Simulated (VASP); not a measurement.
# W3Au (Pm-3m) in VASP: further runs

Runs on W3Au. Level: PBE. Tasks: single point, relaxation of cell and atoms.

Everything below comes from runs of VASP 6.6.1. Logs are shortened: lines on timing, memory, paths and dates and some standing lists are left out, and cuts for length are marked.

## Step 1: The cell of the first run

The structure is cubic, space group Pm-3m (No. 221). The conventional cell has a = 4.017 Å, b = 4.017 Å, c = 4.017 Å, α = 90.00°, β = 90.00°, γ = 90.00°. Within 3.7 Å of W (site symmetry 4/mmm) lie 8 W at 2.84 Å and 4 Au at 2.84 Å. Au (site symmetry m-3m) has 12 W at 2.84 Å within 3.7 Å.

## Step 2: Single point, PBE

File INCAR:

```
SYSTEM = W3Au
PREC     = Accurate       ! precision mode
ENCUT    = 520            ! plane-wave cutoff, eV
EDIFF    = 1E-6           ! SCF threshold, eV
ISMEAR   = 0              ! smearing method
SIGMA    = 0.1            ! smearing width, eV
LREAL    = .False.        ! projectors in reciprocal space
LASPH    = .True.         ! aspherical terms in the spheres
NELM     = 80             ! most SCF steps
ALGO     = Fast           ! electronic algorithm
ISIF     = 2              ! what is computed and relaxed
LWAVE    = .False.        ! write WAVECAR
LCHARG   = .False.        ! write CHGCAR
GGA      = PE             ! functional
NBANDS   = 34             ! bands
```

File KPOINTS:

```
regular mesh
0
Gamma
  12 12 12
  0 0 0
```

File POSCAR:

```
W3Au
1.0
    4.0167228486      0.0000000000      0.0000000000
    0.0000000000      4.0167228486      0.0000000000
    0.0000000000      0.0000000000      4.0167228486
W Au
3 1
Direct
    0.0000000000      0.5000000000      0.5000000000
    0.5000000000      0.0000000000      0.5000000000
    0.5000000000      0.5000000000      0.0000000000
    0.0000000000      0.0000000000      0.0000000000
```

Potentials or basis: VASP PAW PBE potentials, release 64 (W_sv, Au).

Run with:

```
$ cat potpaw_PBE.64/W_sv/POTCAR potpaw_PBE.64/Au/POTCAR > POTCAR
$ mpirun -np 1 vasp_std > vasp.out
```

OUTCAR:

```text
SYSTEM = W3Au
   PREC = Accurate
   ENCUT = 520
   EDIFF = 1E-6
   ISMEAR = 0
   LREAL = .False.
   LASPH = .True.
   NELM = 80
   ISIF = 2
   GGA = PE

 ion  position               nearest neighbor table
   1  0.000  0.500  0.500-   2 2.84   3 2.84   4 2.84   3 2.84   4 2.84   2 2.84   4 2.84   4 2.84
                             2 2.84   3 2.84   3 2.84   2 2.84
   2  0.500  0.000  0.500-   1 2.84   3 2.84   4 2.84   3 2.84   4 2.84   1 2.84   3 2.84   3 2.84
                             1 2.84   4 2.84   4 2.84   1 2.84
   3  0.500  0.500  0.000-   1 2.84   2 2.84   4 2.84   1 2.84   2 2.84   2 2.84   4 2.84   2 2.84
                             1 2.84   4 2.84   1 2.84   4 2.84
   4  0.000  0.000  0.000-   1 2.84   2 2.84   3 2.84   1 2.84   2 2.84   1 2.84   3 2.84   1 2.84
                             2 2.84   3 2.84   2 2.84   3 2.84

  LATTYP: Found a simple cubic cell.
 ALAT       =     4.0167228486

  Lattice vectors:

 A1 = (   4.0167228486,   0.0000000000,   0.0000000000)
 A2 = (   0.0000000000,   4.0167228486,   0.0000000000)
 A3 = (   0.0000000000,   0.0000000000,   4.0167228486)

Analysis of symmetry for initial positions (statically):
=====================================================================
 Subroutine PRICEL returns:
 Original cell was already a primitive cell.

 Routine SETGRP: Setting up the symmetry group for a
 simple cubic supercell.

 Subroutine GETGRP returns: Found 48 space group operations
 (whereof 48 operations were pure point group operations)
 out of a pool of 48 trial point group operations.

The static configuration has the point symmetry O_h .

Analysis of symmetry for dynamics (positions and initial velocities):
=====================================================================
 Subroutine PRICEL returns:
 Original cell was already a primitive cell.

 Routine SETGRP: Setting up the symmetry group for a
 simple cubic supercell.

 Subroutine GETGRP returns: Found 48 space group operations
 (whereof 48 operations were pure point group operations)
 out of a pool of 48 trial point group operations.

The dynamic configuration has the point symmetry O_h .

 Subroutine INISYM returns: Found 48 space group operations
 (whereof 48 operations are pure point group operations),
 and found     1 'primitive' translations

----------------------------------------------------------------------------------------

                                     Primitive cell

  volume of cell :      64.8061

  direct lattice vectors                    reciprocal lattice vectors
     4.016722849  0.000000000  0.000000000     0.248959173  0.000000000  0.000000000
     0.000000000  4.016722849  0.000000000     0.000000000  0.248959173  0.000000000
     0.000000000  0.000000000  4.016722849     0.000000000  0.000000000  0.248959173

  length of vectors
     4.016722849  4.016722849  4.016722849     0.248959173  0.248959173  0.248959173

  position of ions in fractional coordinates (direct lattice)
     0.000000000  0.500000000  0.500000000
     0.500000000  0.000000000  0.500000000
     0.500000000  0.500000000  0.000000000
     0.000000000  0.000000000  0.000000000

  ion indices of the primitive-cell ions
   primitive index   ion index
                 1           1
                 2           2
                 3           3
                 4           4

----------------------------------------------------------------------------------------

 KPOINTS: regular mesh

Automatic generation of k-mesh.
 Grid dimensions read from file:
 generate k-points for:   12   12   12

 Generating k-lattice:

  Cartesian coordinates                     Fractional coordinates (reciprocal lattice)
     0.020746598  0.000000000  0.000000000     0.083333333  0.000000000  0.000000000
     0.000000000  0.020746598  0.000000000     0.000000000  0.083333333  0.000000000
     0.000000000  0.000000000  0.020746598     0.000000000  0.000000000  0.083333333

  Length of vectors
     0.020746598  0.020746598  0.020746598

  Shift w.r.t. Gamma in fractional coordinates (k-lattice)
     0.000000000  0.000000000  0.000000000

 Subroutine IBZKPT returns following result:
 ===========================================

 Found     84 irreducible k-points:

 Following reciprocal coordinates:
            Coordinates               Weight
  0.000000  0.000000  0.000000      1.000000
  0.083333  0.000000  0.000000      6.000000
  0.166667  0.000000  0.000000      6.000000
  0.250000  0.000000  0.000000      6.000000
  0.333333  0.000000  0.000000      6.000000
  0.416667  0.000000  0.000000      6.000000
[... 16 lines left out ...]
  0.333333  0.333333  0.000000     12.000000
  0.416667  0.333333  0.000000     24.000000
 [... further k-points ...]
   k-points           NKPTS =     84   k-points in BZ     NKDIM =     84   number of bands    NBANDS=     34
   number of dos      NEDOS =    301   number of ions     NIONS =      4
   total plane-waves  NPLWV =  27000
   dimension x,y,z NGX =    30 NGY =   30 NGZ =   30
   dimension x,y,z NGXF=    60 NGYF=   60 NGZF=   60
   ions per type =               3   1
   NGX,Y,Z   is equivalent  to a cutoff of  12.42, 12.42, 12.42 a.u.
   NGXF,Y,Z  is equivalent  to a cutoff of  24.83, 24.83, 24.83 a.u.
 SYSTEM =  W3Au
   PREC   = accura    normal or accurate (medium, high low for compatibility)
   ISTART =      0    job   : 0-new  1-cont  2-samecut
   ICHARG =      2    charge: 1-file 2-atom 10-const
   ISPIN  =      1    spin polarized calculation?
   LNONCOLLINEAR =      F non collinear calculations
   LSORBIT =      F    spin-orbit coupling
   LASPH  =      T    aspherical Exc in radial PAW
   ENCUT  =  520.0 eV  38.22 Ry    6.18 a.u.   7.47  7.47  7.47*2*pi/ulx,y,z
   NELM   =     80;   NELMIN=  2; NELMDL= -5     # of ELM steps
   EDIFF  = 0.1E-05   stopping-criterion for ELM
   LREAL  =      F    real-space projection
   EDIFFG = 0.1E-04   stopping-criterion for IOM
   NSW    =      0    number of steps for IOM
   IBRION =     -1    ionic relax: 0-MD 1-quasi-New 2-CG
   NFREE  =      0    steps in history (QN), initial steepest desc. (CG)
   ISIF   =      2    stress and relaxation
   ISYM   =      2    0-nonsym 1-usesym 2-fastsym
   POTIM  = 0.5000    time-step for ionic-motion
   TEBEG  =    0.0;   TEEND  =   0.0 temperature during run
   PSTRESS=    0.0 pullay stress
   NELECT =      53.0000    total number of electrons
   NUPDOWN=      -1.0000    fix difference up-down
   EMIN   =  10.00;   EMAX   =-10.00  energy-range for DOS
   EFERMI =   0.00;   METHOD = LEGACY
   ISMEAR =     0;   SIGMA  =   0.10  broadening in eV -4-tet -1-fermi 0-gaus
   EFERMI_NEDOS =   21; number of points for ismear=-14 and -15
   IALGO  =     68    algorithm
   IMIX   =      4    mixing-type and parameters
     AMIX     =   0.40;   BMIX     =  1.00
     AMIX_MAG =   1.60;   BMIX_MAG =  1.00
  volume/ion in A,a.u.               =      16.20       109.33
  Fermi-wavevector in a.u.,A,eV,Ry     =   1.530952  2.893080 31.889528  2.343814
  Thomas-Fermi vector in A             =   2.638364
   LORBIT       =      0    0 simple, 1 ext, 2 COOP (PROOUT), +10 PAW based schemes
   GGA     = PE    functional components
   LHFCALC =     F    Hartree Fock is set to
   AEXX    =    0.0000 exact exchange contribution
   IVDW    =     0    specifies the selected vdW correction
   LEPSILON=     F    determine dielectric tensor
   LRPA    =     F    only Hartree local field effects (RPA)
 non-spin polarized calculation
 RMM-DIIS sequential band-by-band and
 Gauss-broadening in eV      SIGMA  =   0.10
  energy-cutoff  :      520.00
  volume of cell :       64.81
 maximum number of plane-waves:      1777
 NGX is ok and might be reduce to    30
   NGX = 15   NGY = 15   NGZ = 15

 number of electron      52.9999988 magnetization

 Free energy of the ion-electron system (eV)
  ---------------------------------------------------
  ext. energy  EPLUGINS =         0.00000000
  ---------------------------------------------------
  free energy    TOTEN  =       -40.87917261 eV

  energy without entropy =      -40.86630138  energy(sigma->0) =      -40.87273700

 E-fermi :  10.9039     XC(G=0): -13.4113

 val. band max:       10.8991727350   @ k =   0.2500   0.0833   0.0000
 cond. band min:      10.9215976154   @ k =   0.5000   0.5000   0.0000
 fundamental gap:      0.0224248804
 Fermi energy:        10.9038675960

 k-point     1 :       0.0000    0.0000    0.0000
  band No.  band energies     occupation
      1     -63.0548      2.00000
      2     -62.9436      2.00000
      3     -62.9436      2.00000
      4     -27.5994      2.00000
      5     -27.5994      2.00000
      6     -27.5994      2.00000
[... 26 lines left out ...]
     33      15.6619      0.00000
     34      16.5157      0.00000

 k-point     2 :       0.0833    0.0000    0.0000
  band No.  band energies     occupation
      1     -63.0531      2.00000
      2     -62.9453      2.00000
      3     -62.9436      2.00000
      4     -27.5919      2.00000
      5     -27.5919      2.00000
      6     -27.5881      2.00000
[... 26 lines left out ...]
     33      15.4938      0.00000
     34      16.5100      0.00000

 k-point     3 :       0.1667    0.0000    0.0000
  band No.  band energies     occupation
      1     -63.0482      2.00000
      2     -62.9502      2.00000
      3     -62.9436      2.00000
      4     -27.5705      2.00000
      5     -27.5705      2.00000
      6     -27.5549      2.00000
[... 26 lines left out ...]
     33      15.0574      0.00000
     34      16.7114      0.00000
[... 704 lines left out ...]
 k-point    23 :       0.3333    0.3333    0.0000
  band No.  band energies     occupation
      1     -63.0117      2.00000
      2     -62.9711      2.00000
      3     -62.9585      2.00000
      4     -27.5587      2.00000
      5     -27.4038      2.00000
      6     -27.3867      2.00000
[... 26 lines left out ...]
     33      14.1598      0.00000
     34      14.4620      0.00000

 k-point    24 :       0.4167    0.3333    0.0000
  band No.  band energies     occupation
      1     -63.0035      2.00000
      2     -62.9765      2.00000
      3     -62.9612      2.00000
      4     -27.5498      2.00000
      5     -27.4460      2.00000
      6     -27.3435      2.00000
[... 26 lines left out ...]
     33      13.8568      0.00000
     34      14.3946      0.00000

 [... further k-points ...]

------------------------ aborting loop because EDIFF is reached ----------------------------------------

  FORCE on cell =-STRESS in cart. coord.  units (eV):
  Direction    XX          YY          ZZ          XY          YZ          ZX
  --------------------------------------------------------------------------------------
  -------------------------------------------------------------------------------------
  Total        0.1016739      0.1016739      0.1016739     -0.0000000     -0.0000000      0.0000000
  in kB        2.5136479      2.5136479      2.5136479     -0.0000000     -0.0000000      0.0000000
  external PRESSURE =       2.5136479 kB  Pullay stress =       0.0000000 kB

 VOLUME and BASIS-vectors are now :
 -----------------------------------------------------------------------------
  energy-cutoff  :      520.00
  volume of cell :       64.81
      direct lattice vectors                 reciprocal lattice vectors
     4.016722849  0.000000000  0.000000000     0.248959173  0.000000000  0.000000000
     0.000000000  4.016722849  0.000000000     0.000000000  0.248959173  0.000000000
     0.000000000  0.000000000  4.016722849     0.000000000  0.000000000  0.248959173

 POSITION                                       TOTAL-FORCE (eV/Angst)
 -----------------------------------------------------------------------------------
      0.00000      2.00836      2.00836         0.000000      0.000000      0.000000
      2.00836      0.00000      2.00836         0.000000      0.000000      0.000000
      2.00836      2.00836      0.00000         0.000000      0.000000      0.000000
      0.00000      0.00000      0.00000         0.000000      0.000000      0.000000
 -----------------------------------------------------------------------------------
    total drift:                                0.000000      0.000000     -0.000000

  FREE ENERGIE OF THE ION-ELECTRON SYSTEM (eV)
  ---------------------------------------------------
  free  energy   TOTEN  =       -40.8791726124 eV

  energy  without entropy=      -40.8663013837  energy(sigma->0) =      -40.87273700
```

Wall time 4.4 min (1 thread of Intel Xeon 8259CL, shared host); peak memory 0.28 GiB.

Results:

* Free energy: -40.8792 eV
* Pressure: 0.3 GPa
* Band gap on the k mesh: zero (an odd number of electrons rules out a gap without spin polarisation)

Caveat: spin-orbit coupling is left out, which moves the levels of the heavy elements.

## Step 3: Relaxation of cell and atoms, PBE

This run uses another cell than the first one, of 16.24 Å³/atom.

File INCAR:

```
SYSTEM = W3Au
ALGO     = Fast           ! electronic algorithm
EDIFF    = 1E-6           ! SCF threshold, eV
EDIFFG   = -0.01          ! ionic threshold
ENCUT    = 600            ! plane-wave cutoff, eV
GGA      = PE             ! functional
IBRION   = 2              ! ionic algorithm
ISIF     = 3              ! what is computed and relaxed
ISMEAR   = 0              ! smearing method
LASPH    = .True.         ! aspherical terms in the spheres
LCHARG   = .False.        ! write CHGCAR
LREAL    = .False.        ! projectors in reciprocal space
LWAVE    = .False.        ! write WAVECAR
NELM     = 80             ! most SCF steps
NSW      = 100            ! ionic steps
PREC     = Accurate       ! precision mode
SIGMA    = 0.1            ! smearing width, eV
```

File KPOINTS:

```
k-points
0
Gamma
  12 12 12
  0 0 0
```

File POSCAR:

```
W3Au
1.0
    4.0197433429      0.0000000000      0.0000000000
    0.0000000000      4.0197433429      0.0000000000
    0.0000000000      0.0000000000      4.0197433429
W Au
3 1
Direct
    0.0000000000      0.5000000000      0.5000000000
    0.5000000000      0.0000000000      0.5000000000
    0.5000000000      0.5000000000      0.0000000000
    0.0000000000      0.0000000000      0.0000000000
```

Potentials or basis: VASP PAW PBE potentials, release 64 (W_sv, Au).

Run with:

```
$ cat potpaw_PBE.64/W_sv/POTCAR potpaw_PBE.64/Au/POTCAR > POTCAR
$ mpirun -np 1 vasp_std > vasp.out
```

Run time: 8.3 min. Hardware: 1 thread of Intel Xeon 8259CL, shared host; peak memory 0.32 GiB.

Results (log left out):

- Free energy: -40.8795 eV
- Relaxed volume: 16.22 Å³/atom
- Relaxed cell: a = 4.018 Å, b = 4.018 Å, c = 4.018 Å, α = 90.00°, β = 90.00°, γ = 90.00°
- Space group after relaxing (to 0.1 Å): Pm-3m (No. 221)
- Energy gained by relaxing: 0.0 meV/atom
- Ionic steps: 3
- Pressure after relaxing: 0.0 GPa
- Band gap on the k mesh: zero (an odd number of electrons rules out a gap without spin polarisation)

Final structure:
```yaml
crystal:
  lattice:
    - [4.01820, 0.00000, 0.00000]
    - [0.00000, 4.01820, 0.00000]
    - [0.00000, 0.00000, 4.01820]
  atoms:
    - { symbol: W, position: [0.00000, 0.50000, 0.50000] }
    - { symbol: W, position: [0.50000, 0.00000, 0.50000] }
    - { symbol: W, position: [0.50000, 0.50000, 0.00000] }
    - { symbol: Au, position: [0.00000, 0.00000, 0.00000] }
```

Levels at points of the mesh, in eV from the Fermi level:
```csv
k point,band 24,band 25,band 26,band 27,band 28,band 29,band 30,band 31
"(0.00, 0.00, 0.00)",-0.95,2.05,2.05,2.05,2.49,2.49,2.49,3.56
"(0.50, 0.00, 0.00)",-0.44,-0.34,-0.34,0.19,0.44,1.11,1.27,1.27
"(0.50, 0.50, 0.00)",-2.20,-2.20,0.02,0.02,0.61,0.65,0.65,2.04
"(0.50, 0.50, 0.50)",-1.04,-0.43,-0.43,-0.43,0.58,2.14,2.14,2.14
```

Caveat: spin-orbit coupling is left out, which moves the levels of the heavy elements.

The gap in the log of VASP goes by the Fermi energy; the results here count the filled bands.